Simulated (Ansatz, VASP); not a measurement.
# Al: VASP beside Ansatz

File INCAR:

```
  PREC = Accurate
  ENCUT = 520
  EDIFF = 1E-6
  ISMEAR = 0
  SIGMA = 0.15
  LREAL = F
  LASPH = T
  NELM = 80
  ALGO = Normal
  ISIF = 2
  LWAVE = F
  LCHARG = F
  NBANDS = 10
```

Contents of KPOINTS:

```
regular mesh
0
Gamma
  21 21 12
```

File POSCAR:

```
Al
1.0
    2.9690168435      0.0000000000      0.0000000000
   -1.4845084217      2.5712440107      0.0000000000
    0.0000000000      0.0000000000      4.3671077923
Al
2
Direct
    0.6666666667      0.3333333333      0.7500000000
    0.3333333333      0.6666666667      0.2500000000
```

Input for Ansatz:

```yaml
crystal:
  lattice:
    - [2.9690168435, 0.0, 0.0]
    - [-1.4845084217, 2.5712440107, 0.0]
    - [0.0, 0.0, 4.3671077923]
  atoms:
    - { symbol: Al, position: [0.6666666667, 0.3333333333, 0.75] }
    - { symbol: Al, position: [0.3333333333, 0.6666666667, 0.25] }
basis:
  ecutwfc: 420
kpoints:
  mp_grid: { grid: [21, 21, 12] }
hamiltonian:
  xc: lda
scf:
  occupations: { method: gaussian, width: 0.15 }
output:
  forces: true
  stress: true
  eigenvalues: true
```

Alike in both runs: task single point; functional LDA; k mesh 21 × 21 × 12; occupations gaussian, width 0.15 eV; no spin polarisation.

```csv
,VASP,Ansatz
version,VASP 6.6.1,Ansatz 0.2.0
potentials or method,"VASP PAW LDA potentials, release 64 (Al), cutoff 520 eV","scalar-relativistic, plane waves, PAW"
valence electrons in the cell,6,6
```

|  | VASP | Ansatz | Ansatz less VASP |
| --- | --- | --- | --- |
| gap on the k mesh at the Fermi level (eV) | none | none | - |
| pressure (GPa) | -2.2 | -2.3 | -0.06 |
| traceless stress, the component that is largest in VASP (GPa) | 4.03 | 3.99 | -0.038 |

LDA's correlation is that of Perdew and Zunger in VASP and of Perdew and Wang (1992) in Ansatz. A gap of «none» marks a metal or a gap that the smearing closes.
